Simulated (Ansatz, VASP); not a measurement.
## B in VASP and in Ansatz

Contents of INCAR:

```
SYSTEM = B
PREC = Accurate
ENCUT = 500
EDIFF = 1E-6
ISMEAR = -1
SIGMA = 0.1
LREAL = .FALSE.
LASPH = .TRUE.
NELM = 120
ALGO = Normal
ISIF = 2
LWAVE = .FALSE.
LCHARG = .FALSE.
GGA = RP
NBANDS = 8
GGA_COMPAT = .FALSE.
```

The input KPOINTS:

```
regular mesh
0
G
  18 18 18
  0 0 0
```

File POSCAR:

```
B
1.0
    1.9667766818      0.0000000000      0.0000000000
    0.0000000000      1.9667766818      0.0000000000
    0.0000000000      0.0000000000      1.9667766818
B
1
Direct
    0.0000000000      0.0000000000      0.0000000000
```

Input for Ansatz:

```yaml
crystal:
  lattice:
    - [1.9667766818, 0.0, 0.0]
    - [0.0, 1.9667766818, 0.0]
    - [0.0, 0.0, 1.9667766818]
  atoms:
    - { symbol: B, position: [0.0, 0.0, 0.0] }
hamiltonian:
  xc: rpbe
  pseudopotentials:
    kind: paw
    azcp:
      B: "pseudopotentials/B.paw.azcp"
basis:
  ecutwfc: 420
  fft_grid_basis: typed
kpoints:
  mp_grid: { grid: [18, 18, 18], shift: [0, 0, 0] }
magnetization:
  spin_polarized: false
scf:
  occupations: { method: fermi_dirac, width: 0.1 }
  lower_state_search: "off"
output:
  stress: true
  write_density: true
  write_potential: true
  elf: true
  volumetric_format: npy
```

Alike in both runs: task single point; functional RPBE; k mesh 18 × 18 × 18; occupations fermi-dirac, width 0.1 eV; no spin polarisation.

```csv
,VASP,Ansatz
version,VASP 6.6.1,Ansatz 0.2.0
potentials or method,"VASP PAW PBE potentials, release 64 (B), cutoff 500 eV","plane waves (420 eV) with PAW, scalar-relativistic"
valence electrons in the cell,3,3
```

```tsv
	VASP	Ansatz	Ansatz less VASP
pressure (GPa)	-20.5	-20.4	+0.08
```

VASP's potentials were made for PBE, not for RPBE.
